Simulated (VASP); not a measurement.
Write the native input for VASP 6.6.1 that does the following.

```yaml
Task: single point
Functional: PBEsol
Potentials_or_basis: VASP PAW PBE potentials, release 64 (P)
Cutoff: 520 eV
k_mesh: 16 × 16 × 9
Occupations: fermi-dirac, width 0.08 eV
Spin: no spin polarisation
Dipole_correction: no
Further_INCAR_settings: ALGO = Normal; EDIFF = 1e-07; NBANDS = 12
```

The structure of P lies in POSCAR:

```
P
1.0
    2.1964324945      0.0000000000      0.0000000000
   -1.0982162473      1.9021663380      0.0000000000
    0.0000000000      0.0000000000      3.4883662940
P
2
Direct
    0.3333333333      0.6666666667      0.2500000000
    0.6666666667      0.3333333333      0.7500000000
```

This isn't the form of P at room conditions, which is orthorhombic.

These files were run (other wordings do the same):

INCAR

```
SYSTEM = P
PREC     = Accurate       ! precision mode
ENCUT    = 520            ! plane-wave cutoff, eV
EDIFF    = 1E-7           ! SCF threshold, eV
ISMEAR   = -1             ! smearing method
SIGMA    = 0.08           ! smearing width, eV
LREAL    = .FALSE.        ! projectors in reciprocal space
LASPH    = .TRUE.         ! aspherical terms in the spheres
NELM     = 60             ! most SCF steps
ALGO     = Normal         ! electronic algorithm
ISIF     = 2              ! what is computed and relaxed
LWAVE    = .FALSE.        ! write WAVECAR
LCHARG   = .FALSE.        ! write CHGCAR
GGA      = PS             ! functional
NBANDS   = 12             ! bands
```

KPOINTS

```
Automatic mesh
0
G
  16 16 9
  0 0 0
```

Potentials or basis: VASP PAW PBE potentials, release 64 (P).

The run is started by

```sh
$ cat potpaw_PBE.64/P/POTCAR > POTCAR
$ mpirun -np 1 vasp_std > vasp.out
```

It gave:

- Pressure: 230.5 GPa
- Band gap on the k mesh: zero (bands 5 and 6 overlap by 18.83 eV)

Caveat: the cell stands under pressure; the PAW data sets were made with another functional, which shifts forces and pressure a little.

It took 13 s on 1 thread of Intel Xeon 8259CL, on a shared host, peak memory 0.13 GiB.
